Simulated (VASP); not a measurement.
A run of VASP 6.6.1 is set up as follows.

The input POSCAR:

```
TePb
1.0
    4.0287929844      0.0000000000      0.0000000000
    0.0000000000      4.0287929844      0.0000000000
    0.0000000000      0.0000000000      4.0287929844
Pb Te
1 1
Direct
    0.0000000000      0.0000000000      0.0000000000
    0.5000000000      0.5000000000      0.5000000000
```

File INCAR.step1:

```
SYSTEM = TePb
  ALGO = Normal
  EDIFF = 1E-5
  ENCUT = 520
  GGA = PE
  ISIF = 2
  ISMEAR = -1
  LASPH = .True.
  LCHARG = .False.
  LREAL = .False.
  LWAVE = .True.
  NBANDS = 17
  NELM = 80
  PREC = Accurate
  SIGMA = 0.05
```

INCAR.step2

```
SYSTEM = TePb
  AEXX = 0.25
  ALGO = Normal
  EDIFF = 1E-7
  ENCUT = 520
  ISIF = 2
  ISMEAR = -1
  ISTART = 1
  LASPH = .True.
  LCHARG = .False.
  LHFCALC = .True.
  LMIXTAU = .True.
  LREAL = .False.
  LWAVE = .False.
  METAGGA = R2SCAN
  NBANDS = 17
  NELM = 80
  PREC = Accurate
  PRECFOCK = Normal
  SIGMA = 0.05
```

The input KPOINTS:

```
k-points
0
Gamma
  4 4 4
  0 0 0
```

Potentials or basis: VASP PAW PBE potentials, release 64 (Pb_d, Te).

Command:

```bash
$ cat potpaw_PBE.64/Pb_d/POTCAR potpaw_PBE.64/Te/POTCAR > POTCAR
$ cp INCAR.step1 INCAR
$ mpirun -np 1 vasp_std > vasp.out
$ cp INCAR.step2 INCAR
$ mpirun -np 1 vasp_std > vasp.out
```

Estimate the pressure.

-1.6 GPa.

Predict the band gap on the k mesh.

zero (bands 10 and 11 overlap by 1.44 eV).

Caveat: the k points lie up to 0.39 Å⁻¹ apart, too coarse for converged energies and pressures of a metal; the PAW data sets were made with another functional, which shifts forces and pressure a little; spin-orbit coupling is left out, which moves the levels of the heavy elements.
